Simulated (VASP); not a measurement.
A run of VASP 6.6.1 is set up as follows.

Contents of INCAR:

```
  PREC = Accurate
  ENCUT = 520
  EDIFF = 1E-6
  ISMEAR = 0
  SIGMA = 0.1
  LREAL = F
  LASPH = T
  NELM = 80
  ALGO = Normal
  ISIF = 2
  LWAVE = F
  LCHARG = F
  GGA = PE
  NBANDS = 33
```

File KPOINTS:

```
regular mesh
0
Gamma
  10 10 4
```

The input POSCAR:

```
Y3Si2F
1.0
    3.5970581330      0.0000000000      0.0000000000
    0.0000000000      3.5970581330      0.0000000000
    0.0000000000      0.0000000000     10.3980037139
Y Si F
3 2 1
Direct
    0.5000000000      0.5000000000      0.5345753047
    0.5000000000      0.5000000000      0.9788673800
    0.0000000000      0.0000000000      0.2391326831
    0.5000000000      0.0000000000      0.7526210842
    0.0000000000      0.5000000000      0.7526210842
    0.0000000000      0.0000000000      0.4597587539
```

Potentials or basis: VASP PAW PBE potentials, release 64 (Y_sv, Si, F).

Launch:

```bash
$ cat potpaw_PBE.64/Y_sv/POTCAR potpaw_PBE.64/Si/POTCAR potpaw_PBE.64/F/POTCAR > POTCAR
$ mpirun -np 1 vasp_std > vasp.out
```

Question: Predict the largest force.

Answer: 0.019 eV/Å.

Question: What does it give for the pressure?

Answer: -0.1 GPa.

Question: What does it give for the band gap on the k mesh?

Answer: Zero (band 24 reaches 4.89 eV, above the bottom of band 25 at 4.39 eV).

Forces in eV/Å, atoms in the order of the input:
```
Y    0.000  0.000  0.012
Y    0.000  0.000  0.007
Y    0.000  0.000 -0.019
Si   0.000  0.000 -0.004
Si   0.000  0.000 -0.004
F    0.000  0.000  0.008
```
